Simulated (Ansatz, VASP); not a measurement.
**One calculation of P, two programs**

Contents of INCAR:

```
PREC     = Accurate       # precision mode
ENCUT    = 520            # plane-wave cutoff, eV
EDIFF    = 1E-7           # SCF threshold, eV
ISMEAR   = 0              # smearing method
SIGMA    = 0.02           # smearing width, eV
LREAL    = F              # projectors in reciprocal space
LASPH    = T              # aspherical terms in the spheres
NELM     = 100            # most SCF steps
ALGO     = Normal         # electronic algorithm
ISIF     = 2              # what is computed and relaxed
LWAVE    = F              # write WAVECAR
LCHARG   = T              # write CHGCAR
GGA      = PE             # functional
LELF     = T              # ELF
LVHAR    = T            
NBANDS   = 30             # bands
```

KPOINTS

```
regular mesh
0
Gamma
  4 4 5
```

The input POSCAR:

```
P
1.0
    4.8279678941     -4.2924736644      0.0000000000
    4.8279678941      4.2924736644      0.0000000000
   -0.0237225834      0.0000000000      5.5806204931
P
8
Direct
    0.7744872900      0.5203388600      0.2534856300
    0.4796611400      0.2255127100      0.7465143700
    0.2255127100      0.4796611400      0.7465143700
    0.5203388600      0.7744872900      0.2534856300
    0.2850231800      0.2850231800      0.4280157100
    0.7149768200      0.7149768200      0.5719842900
    0.1567541300      0.1567541300      0.7489777000
    0.8432458700      0.8432458700      0.2510223000
```

Contents of input.yaml:

```yaml
crystal:
  lattice:
    - [4.8279678941, -4.2924736644, 0.0]
    - [4.8279678941, 4.2924736644, 0.0]
    - [-0.0237225834, 0.0, 5.5806204931]
  atoms:
    - { symbol: P, position: [0.77448729, 0.52033886, 0.25348563] }
    - { symbol: P, position: [0.47966114, 0.22551271, 0.74651437] }
    - { symbol: P, position: [0.22551271, 0.47966114, 0.74651437] }
    - { symbol: P, position: [0.52033886, 0.77448729, 0.25348563] }
    - { symbol: P, position: [0.28502318, 0.28502318, 0.42801571] }
    - { symbol: P, position: [0.71497682, 0.71497682, 0.57198429] }
    - { symbol: P, position: [0.15675413, 0.15675413, 0.7489777] }
    - { symbol: P, position: [0.84324587, 0.84324587, 0.2510223] }
hamiltonian:
  xc: pbe
  pseudopotentials: { kind: paw }
kpoints:
  mp_grid: { grid: [4, 4, 5] }
scf:
  occupations: { method: gaussian, width: 0.02 }
output:
  forces: true
  stress: true
  eigenvalues: true
  write_density: true
  write_potential: true
  elf: true
  volumetric_format: npy
```

Alike in both runs: task single point; functional PBE; k mesh 4 × 4 × 5; occupations gaussian, width 0.02 eV; no spin polarisation.

|  | VASP | Ansatz |
| --- | --- | --- |
| version | VASP 6.6.1 | Ansatz 0.2.0 |
| potentials or method | VASP PAW PBE potentials, release 64 (P) | Ansatz PAW |
| plane-wave cutoff (eV) | 520 | 420 |
| valence electrons in the cell | 40 | 40 |

```csv
,VASP,Ansatz,Ansatz less VASP
gap on the k mesh at the Fermi level (eV),3.14,3.15,+0.013
least direct gap on the mesh (eV),3.46,3.47,+0.012
pressure (GPa),1.7,2.1,+0.38
rms of the force components (eV/Å),0.306,0.393,+0.0871
```

Atom by atom the forces differ by 0.087 eV/Å (rms over components). With one functional, cell and mesh, what is left measures potentials, basis and numerics.

Noted on Ansatz's run: odd divisions of the mesh miss points on the zone boundary, where band edges often lie, so the gap on the mesh can be too wide.
